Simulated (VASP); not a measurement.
Set up this calculation in VASP 6.6.1, as the native input.

```yaml
Task: single point
Functional: LDA
Potentials_or_basis: VASP PAW LDA potentials, release 64 (Mo_sv)
Cutoff: 520 eV
k_mesh: 14 × 14 × 14
Occupations: fermi-dirac, width 0.1 eV
Spin: non-collinear spin, zero start, spin-orbit coupling
Starting_moments: "[[0.0, 0.0, 0.0]] μB"
Dipole_correction: no
Further_INCAR_settings: ALGO = Normal; EDIFF = 1e-06; NBANDS = 25
```

The structure of Mo lies in POSCAR:

```
Mo
1.0
   -1.5565653770      1.5565653770      1.5565653770
    1.5565653770     -1.5565653770      1.5565653770
    1.5565653770      1.5565653770     -1.5565653770
Mo
1
Direct
    0.0000000000      0.0000000000      0.0000000000
```

These files were run (other wordings do the same):

INCAR

```
ALGO = Normal ; EDIFF = 1E-6
ENCUT = 520 ; GGA_COMPAT = F
ISIF = 2 ; ISMEAR = -1
LASPH = T ; LCHARG = F
LMAXMIX = 4 ; LNONCOLLINEAR = T
LORBIT = 11 ; LORBMOM = T
LREAL = F ; LSORBIT = T
LWAVE = F ; MAGMOM = 0 0 0
NBANDS = 25 ; NELM = 150
PREC = Accurate ; SIGMA = 0.1
```

KPOINTS

```
k-points
0
Gamma
  14 14 14
```

Potentials or basis: VASP PAW LDA potentials, release 64 (Mo_sv).

The run is started by

```sh
$ cat potpaw_LDA.64/Mo_sv/POTCAR > POTCAR
$ mpirun -np 1 vasp_ncl > vasp.out
```

It gave:

The pressure is 1.3 GPa and the net moment is 0.00 μB per cell. The valence electrons inside the program's atomic spheres are Mo 12.61.

It took 60 s on 1 thread of Intel(R) Xeon(R) 6975P-C (Granite Rapids), on a shared host, peak memory 0.17 GiB.
